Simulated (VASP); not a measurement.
LiB7:

```
Li B
1.0
     3.64652    0.00000    0.00000
    -1.82326    3.15798    0.00000
     0.00000    0.00000    6.70595
Li B
1 7
Cartesian
  1.8233 1.0527 3.3530
  0.0000 0.0000 4.4706
  0.0000 0.0000 0.0000
  0.0000 0.0000 2.2353
  0.0000 2.1053 5.5883
  0.0000 2.1053 1.1177
  1.8233 1.0527 5.5883
  1.8233 1.0527 1.1177
```

```yaml
Program: VASP 6.6.1
Task: relaxation of cell and atoms
Functional: PBE
Potentials_or_basis: VASP PAW PBE potentials, release 64 (Li_sv, B)
Cutoff: 600 eV
k_mesh: 6 × 6 × 4
Occupations: gaussian, width 0.1 eV
Spin: no spin polarisation
```

At the start: pressure -29.2 GPa; volume 9.65 Å³/atom.

Where does the relaxation end?

Over 42 steps the energy falls by 1169.2 meV/atom and the volume is 7.20 Å³/atom (-25.4 %); space group P-6m2 (No. 187, to 0.05 Å).

The path:
```tsv
step	energy change (eV)	largest force (eV/Å)	pressure (GPa)	volume (Å³)
1	0.0000	1.6785	-29.23	77.22
3	-3.3492	2.4324	4.66	53.63
5	-4.1666	0.8137	18.21	51.81
7	-4.6133	0.8818	4.09	57.52
9	-4.9763	1.4034	-11.17	62.80
11	-6.1676	2.1859	-5.66	62.29
13	-2.4719	16.7113	70.47	52.29
15	-8.2706	3.6078	17.74	59.17
17	-8.4201	3.1072	15.64	59.75
19	-8.4668	2.8997	14.91	60.11
21	-8.7756	0.8122	5.85	61.78
23	-8.8331	0.8864	-0.24	63.13
25	-8.8546	0.7910	0.06	63.02
27	-8.9760	0.5491	-4.07	63.75
29	-9.0024	0.4707	-6.62	64.29
31	-9.1258	0.5789	-2.70	62.03
33	-9.2214	0.6479	4.54	58.34
35	-9.2865	0.2566	4.54	56.84
37	-9.3412	0.2248	-1.37	58.29
39	-9.3468	0.1778	-0.97	58.11
41	-9.3530	0.1145	-0.68	57.84
42	-9.3538	0.0386	0.15	57.63
```

Final structure:
```yaml
crystal:
  lattice:
    - [2.95283, 0.00000, 0.00000]
    - [-1.47642, 2.55723, 0.00000]
    - [0.00000, 0.00000, 7.63219]
  atoms:
    - { symbol: Li, position: [0.66667, 0.33333, 0.50000] }
    - { symbol: B, position: [0.00000, 0.00000, 0.73675] }
    - { symbol: B, position: [0.00000, 0.00000, 0.00000] }
    - { symbol: B, position: [0.00000, 0.00000, 0.26325] }
    - { symbol: B, position: [0.33333, 0.66667, 0.70665] }
    - { symbol: B, position: [0.33333, 0.66667, 0.29335] }
    - { symbol: B, position: [0.66667, 0.33333, 0.89345] }
    - { symbol: B, position: [0.66667, 0.33333, 0.10655] }
```

Caveat: the cutoff is under 1.25 times the usual one of these potentials, so pressure, stress and relaxed cells hold a basis-set (Pulay) error; the volume moved by over 15 % at a fixed basis, so the end points are rough.
